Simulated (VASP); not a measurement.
Write the native input for VASP 6.6.1 that does the following.

```
Task                   : single point
Functional             : PBE
Potentials or basis    : VASP PAW PBE potentials, release 64 (Si, O)
Cutoff                 : 520 eV
k mesh                 : 6 × 6 × 4
Occupations            : fermi-dirac, width 0.02 eV
Spin                   : no spin polarisation
Dipole correction      : no
Further INCAR settings : ALGO = Normal; EDIFF = 1e-06; NBANDS = 44
```

The structure of SiO2 lies in POSCAR:

```
SiO2
1.0
    4.9791834864      0.0000000000      0.0000000000
    0.0000000000      4.9791834864      0.0000000000
    0.0000000000      0.0000000000      6.9149642955
Si O
4 8
Direct
    0.8024550271      0.8024550271      0.5000000000
    0.6975449729      0.3024550271      0.2500000000
    0.1975449729      0.1975449729      0.0000000000
    0.3024550271      0.6975449729      0.7500000000
    0.2618307318      0.3907355320      0.8185481899
    0.1092644680      0.7618307318      0.5685481899
    0.7381692682      0.6092644680      0.3185481899
    0.8907355320      0.2381692682      0.0685481899
    0.7618307318      0.1092644680      0.4314518101
    0.6092644680      0.7381692682      0.6814518101
    0.2381692682      0.8907355320      0.9314518101
    0.3907355320      0.2618307318      0.1814518101
```

These files were run (other wordings do the same):

INCAR

```
  PREC = Accurate
  ENCUT = 520
  EDIFF = 1E-6
  ISMEAR = -1
  SIGMA = 0.02
  LREAL = F
  LASPH = T
  NELM = 60
  ALGO = Normal
  ISIF = 2
  LWAVE = F
  LCHARG = T
  GGA = PE
  LELF = T
  LVHAR = T
  NBANDS = 44
```

KPOINTS

```
regular mesh
0
Gamma
  6 6 4
```

Potentials or basis: VASP PAW PBE potentials, release 64 (Si, O).

Run with:

```bash
$ cat potpaw_PBE.64/Si/POTCAR potpaw_PBE.64/O/POTCAR > POTCAR
$ mpirun -np 1 vasp_std > vasp.out
```

It gave:

- Pressure: 4.8 GPa
- Largest force: 0.269 eV/Å
- Band gap on the k mesh: 5.73 eV

Caveat: the cell stands under pressure.

Wall time 4.6 min on 1 thread of Intel Xeon 8259CL (shared host), peak memory 0.36 GiB.
